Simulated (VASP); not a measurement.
Rh:

```
Rh
1.0
     0.00000    1.87762    1.87762
     1.87762    0.00000    1.87762
     1.87762    1.87762    0.00000
Rh
1
Direct
  0.00000 0.00000 0.00000
```

Base run:

* Program: VASP 6.6.1
* Functional: LDA
* Potentials or basis: VASP PAW LDA potentials, release 64 (Rh_pv)
* Cutoff: 520 eV
* k mesh: 14 × 14 × 14
* Occupations: methfessel-paxton, width 0.03 eV
* Spin: no spin polarisation

Its results: pressure 0.5 GPa.

Problem. The run is repeated on the same cell with these changes: occupations from methfessel-paxton, width 0.03 eV to fermi-dirac, width 0.1 eV. What comes out?

Solution. Pressure 0.9 GPa.
